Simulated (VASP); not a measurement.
## NbTe: single point with PBE

NbTe:

```
Nb Te
1.0
     0.00000    2.82445    2.82445
     5.64446    2.82445    2.82445
     5.64446    5.64889    0.00000
Nb Te
2 2
Direct
  0.50000 0.50000 0.00000
  0.50000 0.50000 0.50000
  0.00000 0.00000 0.00000
  0.00000 0.00000 0.50000
```

```json
{
 "Program": "VASP 6.6.1",
 "Task": "single point",
 "Functional": "PBE",
 "Potentials or basis": "VASP PAW PBE potentials, release 64 (Nb_sv, Te)",
 "Cutoff": "520 eV",
 "k mesh": "10 × 10 × 5",
 "Occupations": "gaussian, width 0.05 eV",
 "Spin": "collinear spin",
 "Starting moments": "[1.1, -1.1, 0.0, 0.0] μB",
 "Dipole correction": "no",
 "Further INCAR settings": "ALGO = Normal; EDIFF = 1e-06; NBANDS = 31"
}
```

The pressure is 4.7 GPa. The band gap on the k mesh is zero (filled and empty bands overlap) and the net moment is 0.00 μB per cell. The site moments are Nb +0.96, -0.96; Te -0.01, +0.01 μB and the valence electrons inside the program's atomic spheres are Nb 10.71; Te 3.53.

Levels at points of the mesh, in eV from the Fermi level:
Spin up:
```
           k point  band 16  band 17  band 18  band 19  band 20  band 21  band 22  band 23
(0.00, 0.00, 0.00)    -1.47    -1.46    -1.46    -1.45    -1.32    -1.04    -0.98    -0.12
(0.50, 0.00, 0.00)    -4.54    -0.16     0.01     0.11     0.78     0.92     1.12     2.27
(0.50, 0.50, 0.00)    -3.18    -2.91    -2.91    -0.30    -0.10     0.49     1.00     1.00
```
Spin down:
| k point | band 15 | band 16 | band 17 | band 18 | band 19 | band 20 | band 21 | band 22 | band 23 | band 24 |
| --- | --- | --- | --- | --- | --- | --- | --- | --- | --- | --- |
| (0.00, 0.00, 0.00) | -1.47 | -1.47 | -1.46 | -1.46 | -1.45 | -1.32 | -1.04 | -0.98 | -0.12 | 1.06 |
| (0.50, 0.00, 0.00) | -4.56 | -4.54 | -0.16 | 0.01 | 0.11 | 0.78 | 0.92 | 1.12 | 2.27 | 2.31 |
| (0.50, 0.50, 0.00) | -3.19 | -3.18 | -2.91 | -2.91 | -0.30 | -0.10 | 0.49 | 1.00 | 1.00 | 1.07 |

Wall time 21 min on 1 thread of Intel Xeon 8259CL, with other jobs on the host, peak memory 0.53 GiB.

Caveat: the cell stands under pressure; spin-orbit coupling is left out, which moves the levels of the heavy elements.
